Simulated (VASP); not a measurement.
# Be2Te (Fm-3m) in VASP: further runs, part 2 of 2

VASP 6.6.1.

### Step 5. Single point, PBE

This run uses another cell than the first one, of 18.80 Å³/atom.

INCAR reads:

```
PREC     = Accurate       # precision mode
ENCUT    = 600            # plane-wave cutoff, eV
EDIFF    = 1E-6           # SCF threshold, eV
ISMEAR   = -1             # smearing method
SIGMA    = 0.1            # smearing width, eV
LREAL    = False          # projectors in reciprocal space
LASPH    = True           # aspherical terms in the spheres
NELM     = 120            # most SCF steps
ALGO     = Normal         # electronic algorithm
ISIF     = 2              # what is computed and relaxed
LWAVE    = False          # write WAVECAR
LCHARG   = True           # write CHGCAR
GGA      = PE             # functional
LELF     = True           # ELF
LVHAR    = True         
NBANDS   = 12             # bands
GGA_COMPAT= False
```

KPOINTS reads:

```
regular mesh
0
Gamma
  14 14 14
```

POSCAR reads:

```
Be2Te
1.0
    0.0000000000      3.0436962465      3.0436962465
    3.0436962465      0.0000000000      3.0436962465
    3.0436962465      3.0436962465      0.0000000000
Be Te
2 1
Direct
    0.2500000000      0.2500000000      0.2500000000
    0.7500000000      0.7500000000      0.7500000000
    0.0000000000      0.0000000000      0.0000000000
```

Potentials or basis: VASP PAW PBE potentials, release 64 (Be, Te).

Started as:

```console
$ cat potpaw_PBE.64/Be/POTCAR potpaw_PBE.64/Te/POTCAR > POTCAR
$ mpirun -np 1 vasp_std > vasp.out
```

OUTCAR:

```text
PREC = Accurate
   ENCUT = 600
   EDIFF = 1E-6
   ISMEAR = -1
   LREAL = False
   LASPH = True
   NELM = 120
   ISIF = 2
   GGA = PE

 ion  position               nearest neighbor table
   1  0.250  0.250  0.250-   3 2.64   3 2.64   3 2.64   3 2.64
   2  0.750  0.750  0.750-   3 2.64   3 2.64   3 2.64   3 2.64
   3  0.000  0.000  0.000-   2 2.64   2 2.64   2 2.64   1 2.64   2 2.64   1 2.64   1 2.64   1 2.64

  LATTYP: Found a face centered cubic cell.
 ALAT       =     6.0873924930

  Lattice vectors:

 A1 = (   0.0000000000,   3.0436962465,   3.0436962465)
 A2 = (   3.0436962465,   0.0000000000,   3.0436962465)
 A3 = (   3.0436962465,   3.0436962465,   0.0000000000)

Analysis of symmetry for initial positions (statically):
=====================================================================
 Subroutine PRICEL returns:
 Original cell was already a primitive cell.

 Routine SETGRP: Setting up the symmetry group for a
 face centered cubic supercell.

 Subroutine GETGRP returns: Found 48 space group operations
 (whereof 48 operations were pure point group operations)
 out of a pool of 48 trial point group operations.
[... 178 lines left out ...]
      6       6.1492      1.80315
      7       6.1492      1.80315
      8       6.1492      1.80315
      9       8.7601      0.00000
     10      11.0208      0.00000
     11      11.0208      0.00000
     12      11.0208      0.00000
[... 331 lines left out ...]
 k-point    24 :       0.2857    0.1429    0.0000
  band No.  band energies     occupation
      1      -7.0753      2.00000
      2       0.6633      2.00000
      3       2.3182      2.00000
      4       2.3558      2.00000
      5       5.8303      1.99104
      6       6.8577      0.01523
      7       7.8592      0.00000
      8       7.9463      0.00000
      9      10.1259      0.00000
     10      10.4574      0.00000
     11      11.6699      0.00000
     12      12.4153      0.00000

 [... further k-points ...]

------------------------ aborting loop because EDIFF is reached ----------------------------------------

  FORCE on cell =-STRESS in cart. coord.  units (eV):
  Direction    XX          YY          ZZ          XY          YZ          ZX
  --------------------------------------------------------------------------------------
  -------------------------------------------------------------------------------------
  Total        0.0108946      0.0108946      0.0108946      0.0000000      0.0000000      0.0000000
  in kB        0.3095190      0.3095190      0.3095190      0.0000000      0.0000000      0.0000000
  external PRESSURE =       0.3095190 kB  Pullay stress =       0.0000000 kB

 VOLUME and BASIS-vectors are now :
 -----------------------------------------------------------------------------
  energy-cutoff  :      600.00
  volume of cell :       56.39
      direct lattice vectors                 reciprocal lattice vectors
     0.000000000  3.043696247  3.043696247    -0.164273948  0.164273948  0.164273948
     3.043696247  0.000000000  3.043696247     0.164273948 -0.164273948  0.164273948
     3.043696247  3.043696247  0.000000000     0.164273948  0.164273948 -0.164273948

 POSITION                                       TOTAL-FORCE (eV/Angst)
 -----------------------------------------------------------------------------------
      1.52185      1.52185      1.52185        -0.000000     -0.000000     -0.000000
      4.56554      4.56554      4.56554         0.000000      0.000000      0.000000
      0.00000      0.00000      0.00000        -0.000000      0.000000     -0.000000
 -----------------------------------------------------------------------------------
    total drift:                               -0.000000     -0.000000     -0.000000

  FREE ENERGIE OF THE ION-ELECTRON SYSTEM (eV)
  ---------------------------------------------------
  free  energy   TOTEN  =        -7.8890423399 eV

  energy  without entropy=       -7.8367857362  energy(sigma->0) =       -7.86291404
```

Run time: 57 s. Hardware: 1 thread of Intel Xeon Platinum 8259CL at 2.50GHz (Skylake/Cascade Lake), shared host; peak memory 0.26 GiB.

Results:

- Free energy: -7.8890 eV
- Pressure: 0.0 GPa
- Band gap on the k mesh: zero (bands 5 and 6 overlap by 1.89 eV)

Levels at points of the mesh, in eV from the Fermi level:
```csv
k point,band 1,band 2,band 3,band 4,band 5,band 6,band 7,band 8,band 9,band 10
"(0.00, 0.00, 0.00)",-13.94,-2.80,-2.80,-2.80,-0.64,-0.22,-0.22,-0.22,2.39,4.65
"(0.50, 0.00, 0.00)",-12.98,-7.61,-3.84,-3.84,-1.21,0.51,0.51,3.18,5.84,5.84
"(0.50, 0.50, 0.00)",-12.64,-7.28,-5.21,-5.21,-1.69,-1.01,5.08,5.08,6.31,6.31
```

Caveat: spin-orbit coupling is left out, which moves the levels of the heavy elements.

### Step 6. Summary

| task | cell | k mesh | smearing | gap on the mesh (eV) | pressure (GPa) |
| --- | --- | --- | --- | --- | --- |
| single point | a = 4.052 Å, angles 60.0°, 3 atoms | 6 × 6 × 6 | gaussian 0.1 eV | none | 12.0 |
| single point | a = 4.284 Å, angles 60.0°, 3 atoms | 6 × 6 × 6 | gaussian 0.1 eV | none | 0.4 |
| relaxation of cell and atoms | relaxed from a = 4.052 Å, angles 60.0°, 3 atoms | 6 × 6 × 6 | gaussian 0.1 eV | none | 0.0 |
| single point | a = 4.304 Å, angles 60.0°, 3 atoms | 14 × 14 × 14 | fermi-dirac 0.1 eV | none | 0.0 |

Alike in all rows: level PBE; potentials or basis VASP PAW PBE potentials, release 64 (Be, Te); no spin polarisation; cutoff (eV) 600.

Caveats: spin-orbit coupling is left out, which moves the levels of the heavy elements; the cell stands under pressure (at least some runs); the volume moved by over 15 % at a fixed basis, so the end points are rough (at least some runs).

Total energies depend on the potentials used, so only differences within one code and one set of settings carry meaning.
